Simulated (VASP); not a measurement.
Ge:

```
Ge
1.0
     3.99759    0.00000    0.00000
    -1.99879    3.46201    0.00000
     0.00000    0.00000    6.59938
Ge
4
Direct
  0.66667 0.33333 0.06290
  0.33333 0.66667 0.56290
  0.66667 0.33333 0.43710
  0.33333 0.66667 0.93710
```

- Program: VASP 6.6.1
- Task: relaxation of cell and atoms
- Functional: BLYP
- Dispersion: D3(BJ)
- Potentials or basis: VASP PAW PBE potentials, release 64 (Ge_d)
- Cutoff: 600 eV
- k mesh: 6 × 6 × 3
- Occupations: fermi-dirac, width 0.1 eV
- Spin: no spin polarisation

At the start: pressure 1.9 GPa; volume 22.83 Å³/atom.

Task: Where does the relaxation end?

Result: Over 22 steps the energy falls by 4.5 meV/atom and the volume is 23.58 Å³/atom (+3.3 %); space group P6_3/mmc (No. 194, to 0.05 Å).

Step by step:
```
step  energy change (eV)  largest force (eV/Å)  pressure (GPa)  volume (Å³)
   1              0.0000                0.0478            1.93        91.33
   2             -0.0172                0.0307           -0.30        95.03
   3             -0.0180                0.0170           -0.08        94.41
   4             -0.0180                0.0136            0.10        94.27
   5             -0.0180                0.0184           -0.03        94.34
   6             -0.0181                0.0098            0.06        94.28
   7             -0.0181                0.0028           -0.08        94.29
   8             -0.0180                0.0141            0.11        94.13
   9             -0.0181                0.0039            0.07        94.24
  10             -0.0181                0.0040            0.06        94.27
  11             -0.0181                0.0030            0.02        94.28
  12             -0.0181                0.0014            0.07        94.28
  13             -0.0181                0.0018           -0.05        94.29
  14             -0.0181                0.0045           -0.01        94.29
  15             -0.0181                0.0039            0.05        94.29
  16             -0.0181                0.0024            0.04        94.29
  17             -0.0181                0.0025            0.02        94.29
  18             -0.0181                0.0029            0.03        94.29
  19             -0.0181                0.0031            0.03        94.29
  20             -0.0181                0.0020           -0.03        94.33
  21             -0.0181                0.0021            0.06        94.31
  22             -0.0181                0.0011           -0.01        94.32
```

Final structure:
```
CELL_PARAMETERS angstrom
4.04120 0.00000 0.00000
-2.02060 3.49979 0.00000
0.00000 0.00000 6.66899
ATOMIC_POSITIONS crystal
Ge 0.66667 0.33333 0.06310
Ge 0.33333 0.66667 0.56310
Ge 0.66667 0.33333 0.43690
Ge 0.33333 0.66667 0.93690
```

Caveat: the PAW data sets were made with another functional, which shifts forces and pressure a little.
